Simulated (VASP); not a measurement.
# TiSi2 (Fddd) in VASP: notebook, part 2 of 2

VASP 6.6.1.

**4. Single point, r2SCAN**

This run uses another cell than the first one, of the same volume but with other edges.

File POSCAR:

```
TiSi2
1.0
    0.0000000000      4.1180000000      4.2615000000
    2.3865000000      0.0000000000      4.2615000000
    2.3865000000      4.1180000000      0.0000000000
Ti Si
2 4
Direct
    0.7500000000      0.7500000000      0.7500000000
    0.5000000000      0.5000000000      0.5000000000
    0.0873665143      0.4126334857      0.0873665143
    0.4126334857      0.0873665143      0.4126334857
    0.1626334857      0.8373665143      0.1626334857
    0.8373665143      0.1626334857      0.8373665143
```

File INCAR.step1:

```
PREC = Accurate ; ENCUT = 520
ISMEAR = 0 ; SIGMA = 0.1
LREAL = False ; LASPH = True
NELM = 60 ; NBANDS = 29
GGA = PE ; ALGO = Normal
EDIFF = 1E-4 ; LWAVE = True
LCHARG = False
```

File INCAR.step2:

```
PREC = Accurate ; ENCUT = 520
EDIFF = 1E-7 ; ISMEAR = 0
SIGMA = 0.1 ; LREAL = False
LASPH = True ; NELM = 60
ALGO = Normal ; ISIF = 2
LWAVE = False ; LCHARG = False
METAGGA = R2SCAN ; LMIXTAU = True
NBANDS = 29 ; ISTART = 1
```

File KPOINTS:

```
Automatic mesh
0
Gamma
  10 10 10
```

Potentials or basis: VASP PAW PBE potentials, release 64 (Ti_sv, Si).

Command:

```
cat potpaw_PBE.64/Ti_sv/POTCAR potpaw_PBE.64/Si/POTCAR > POTCAR
cp INCAR.step1 INCAR
mpirun -np 1 vasp_std > vasp.out
cp INCAR.step2 INCAR
mpirun -np 1 vasp_std > vasp.out
```

OUTCAR:

```text
PREC = Accurate
   ENCUT = 520
   EDIFF = 1E-7
   ISMEAR = 0
   LREAL = False
   LASPH = True
   NELM = 60
   ISIF = 2
   METAGGA = R2SCAN
   ISTART = 1

 ion  position               nearest neighbor table
   1  0.750  0.750  0.750-   6 2.55   5 2.55   6 2.55   5 2.55   4 2.74   4 2.74   3 2.74   3 2.74
                             3 2.78   4 2.78
   2  0.500  0.500  0.500-   3 2.55   4 2.55   3 2.55   4 2.55   5 2.74   5 2.74   6 2.74   6 2.74
                             5 2.78   6 2.78
   3  0.087  0.413  0.087-   5 2.52   5 2.52   2 2.55   2 2.55   4 2.68   1 2.74   1 2.74   1 2.78
                             4 2.79   4 2.79
   4  0.413  0.087  0.413-   6 2.52   6 2.52   2 2.55   2 2.55   3 2.68   1 2.74   1 2.74   1 2.78
                             3 2.79   3 2.79
   5  0.163  0.837  0.163-   3 2.52   3 2.52   1 2.55   1 2.55   6 2.68   2 2.74   2 2.74   2 2.78
                             6 2.79   6 2.79
   6  0.837  0.163  0.837-   4 2.52   4 2.52   1 2.55   1 2.55   5 2.68   2 2.74   2 2.74   2 2.78
                             5 2.79   5 2.79

  LATTYP: Found a face centered orthorhombic cell.
 ALAT       =     4.7730000000
 B/A-ratio  =     1.7255394930
 C/A-ratio  =     1.7856693903

  Lattice vectors:

 A1 = (   0.0000000000,   4.1180000000,   4.2615000000)
 A2 = (   2.3865000000,   0.0000000000,   4.2615000000)
 A3 = (   2.3865000000,   4.1180000000,   0.0000000000)

Analysis of symmetry for initial positions (statically):
=====================================================================
 Subroutine PRICEL returns:
 Original cell was already a primitive cell.

 Routine SETGRP: Setting up the symmetry group for a
 face centered orthorhombic supercell.

 Subroutine GETGRP returns: Found  8 space group operations
 (whereof  4 operations were pure point group operations)
 out of a pool of  8 trial point group operations.

The static configuration has the point symmetry D_2 .
 The point group associated with its full space group is D_2h.

Analysis of symmetry for dynamics (positions and initial velocities):
=====================================================================
 Subroutine PRICEL returns:
[... 139 lines left out ...]
  volume/ion in A,a.u.               =      13.96        94.21
  Fermi-wavevector in a.u.,A,eV,Ry     =   1.279621  2.418133 22.278591  1.637430
  Thomas-Fermi vector in A             =   2.412096
   LORBIT       =      0    0 simple, 1 ext, 2 COOP (PROOUT), +10 PAW based schemes
   METAGGA = R2SCAN    functional components
   LHFCALC =     F    Hartree Fock is set to
   AEXX    =    0.0000 exact exchange contribution
   IVDW    =     0    specifies the selected vdW correction
   LEPSILON=     F    determine dielectric tensor
   LRPA    =     F    only Hartree local field effects (RPA)
 non-spin polarized calculation
 Gauss-broadening in eV      SIGMA  =   0.10
  energy-cutoff  :      520.00
  volume of cell :       83.76
 maximum number of plane-waves:      2280
 NGX is ok and might be reduce to    48

 number of electron      40.0000003 magnetization

 Free energy of the ion-electron system (eV)
  ---------------------------------------------------
  ext. energy  EPLUGINS =         0.00000000
  ---------------------------------------------------
  free energy    TOTEN  =       -64.12107566 eV

  energy without entropy =      -64.11082886  energy(sigma->0) =      -64.11595226

 E-fermi :  10.2451     XC(G=0): -12.5781

 val. band max:       10.2418609334   @ k =  -0.1000   0.3000   0.4000
 cond. band min:      10.2533017515   @ k =   0.0000   0.2000   0.2000
 fundamental gap:      0.0114408181
 Fermi energy:        10.2451043349

 k-point     1 :       0.0000    0.0000    0.0000
  band No.  band energies     occupation
      1     -48.3850      2.00000
      2     -48.3544      2.00000
      3     -23.7330      2.00000
      4     -23.7133      2.00000
      5     -23.6350      2.00000
      6     -23.6199      2.00000
[... 757 lines left out ...]
     28      14.5183      0.00000
     29      14.6476      0.00000

 [... further k-points ...]
[... 5 lines left out ...]
  --------------------------------------------------------------------------------------
  -------------------------------------------------------------------------------------
  Total        0.4302584      0.1081515      0.0089880      0.0000000      0.0000000      0.0000000
  in kB        8.2299966      2.0687255      0.1719231      0.0000000      0.0000000      0.0000000
  external PRESSURE =       3.4902151 kB  Pullay stress =       0.0000000 kB

 VOLUME and BASIS-vectors are now :
 -----------------------------------------------------------------------------
  energy-cutoff  :      520.00
  volume of cell :       83.76
      direct lattice vectors                 reciprocal lattice vectors
     0.000000000  4.118000000  4.261500000    -0.209511837  0.121418164  0.117329579
     2.386500000  0.000000000  4.261500000     0.209511837 -0.121418164  0.117329579
     2.386500000  4.118000000  0.000000000     0.209511837  0.121418164 -0.117329579

 POSITION                                       TOTAL-FORCE (eV/Angst)
 -----------------------------------------------------------------------------------
      3.57975      6.17700      6.39225         0.000000     -0.000000      0.000000
      2.38650      4.11800      4.26150        -0.000000     -0.000000     -0.000000
      1.19325      0.71955      2.13075         0.000000      0.008681      0.000000
      1.19325      3.39845      2.13075         0.000000     -0.008681      0.000000
      2.38650      1.33945      4.26150         0.000000     -0.008681     -0.000000
      2.38650      6.89655      4.26150         0.000000      0.008681     -0.000000
 -----------------------------------------------------------------------------------
    total drift:                               -0.000000     -0.000000     -0.000000

  FREE ENERGIE OF THE ION-ELECTRON SYSTEM (eV)
  ---------------------------------------------------
  free  energy   TOTEN  =       -64.1210756632 eV

  energy  without entropy=      -64.1108288645  energy(sigma->0) =      -64.11595226
```

OUTCAR.step1:

```text
PREC = Accurate
   ENCUT = 520
   ISMEAR = 0
   LREAL = False
   LASPH = True
[... 1014 lines left out ...]
      1.19325      0.71955      2.13075         0.000000     -0.031426     -0.000000
      1.19325      3.39845      2.13075         0.000000      0.031426     -0.000000
      2.38650      1.33945      4.26150         0.000000      0.031426      0.000000
      2.38650      6.89655      4.26150         0.000000     -0.031426      0.000000
 -----------------------------------------------------------------------------------
    total drift:                               -0.000000     -0.000000     -0.000000

  FREE ENERGIE OF THE ION-ELECTRON SYSTEM (eV)
  ---------------------------------------------------
  free  energy   TOTEN  =       -40.6996755124 eV

  energy  without entropy=      -40.6886272420  energy(sigma->0) =      -40.69415138
```

OSZICAR.step1:

```text
N       E                     dE             d eps       ncg     rms          rms(c)
DAV:   1     0.389323584255E+03    0.38932E+03   -0.18748E+04  9926   0.147E+03
DAV:   2     0.188391822695E+01   -0.38744E+03   -0.37684E+03  9973   0.430E+02
DAV:   3    -0.407212661593E+02   -0.42605E+02   -0.41741E+02 16478   0.120E+02
DAV:   4    -0.441213912551E+02   -0.34001E+01   -0.33820E+01 14279   0.301E+01
DAV:   5    -0.443189436349E+02   -0.19755E+00   -0.19749E+00 15038   0.620E+00    0.187E+01
DAV:   6    -0.413674439671E+02    0.29515E+01   -0.33132E+01 14088   0.405E+01    0.707E+00
DAV:   7    -0.407794764381E+02    0.58797E+00   -0.64559E+00 13450   0.188E+01    0.524E+00
DAV:   8    -0.407183943910E+02    0.61082E-01   -0.82718E-01 13628   0.715E+00    0.144E+00
DAV:   9    -0.406988443584E+02    0.19550E-01   -0.16738E-01 13550   0.339E+00    0.515E-01
DAV:  10    -0.407000874094E+02   -0.12431E-02   -0.70222E-03 13273   0.619E-01    0.263E-01
DAV:  11    -0.406998493848E+02    0.23802E-03   -0.67272E-03 14421   0.615E-01    0.164E-01
DAV:  12    -0.406996757193E+02    0.17367E-03   -0.13143E-03 13489   0.286E-01    0.165E-02
DAV:  13    -0.406996755124E+02    0.20688E-06   -0.25139E-05  7116   0.465E-02
   1 F= -.40699676E+02 E0= -.40694151E+02  d E =-.110483E-01
```

Wall time 14 min (1 thread of Intel Xeon 6975P-C (Granite Rapids), shared host); peak memory 0.5 GiB.

Results:

```yaml
Free_energy: -64.1211 eV
Pressure: 0.3 GPa
Largest_force: 0.009 eV/Å
Band_gap_on_the_k_mesh: zero (band 20 reaches 10.98 eV, above the bottom of band 21 at 8.98 eV)
```

Forces on the atoms (eV/Å):
```
Ti   0.000  0.000  0.000
Ti   0.000  0.000  0.000
Si   0.000  0.009  0.000
Si   0.000 -0.009  0.000
Si   0.000 -0.009  0.000
Si   0.000  0.009  0.000
```

Stress tensor (GPa, compression positive):
```
0.82 0.00 0.00
0.00 0.21 0.00
0.00 0.00 0.02
```

Caveat: the PAW data sets were made with another functional, which shifts forces and pressure a little.

**5. Overview**

```tsv
cell	k mesh	gap on the mesh (eV)	pressure (GPa)	largest force (eV/Å)
a = 4.760, b = 4.760, c = 4.883 Å, angles 75.8, 75.8, 119.7°, 6 atoms	8 × 8 × 8	none	0.3	0.01
a = 5.926, b = 4.884, c = 4.760 Å, angles 75.8, 53.0, 51.1°, 6 atoms	6 × 6 × 6	none	0.3	0.20
a = 5.926, b = 4.884, c = 4.760 Å, angles 75.8, 53.0, 51.1°, 6 atoms	10 × 10 × 10	none	0.3	0.01
```

Some of these runs hold the atoms at other places in the same cell, which the table doesn't show; runs alike in all that it shows share one row.

Alike in all rows: task single point; level r2SCAN; potentials or basis VASP PAW PBE potentials, release 64 (Ti_sv, Si); no spin polarisation; cutoff (eV) 520; smearing gaussian 0.1 eV.

Caveats: the PAW data sets were made with another functional, which shifts forces and pressure a little.

Total energies depend on the potentials used, so only differences within one code and one set of settings carry meaning.
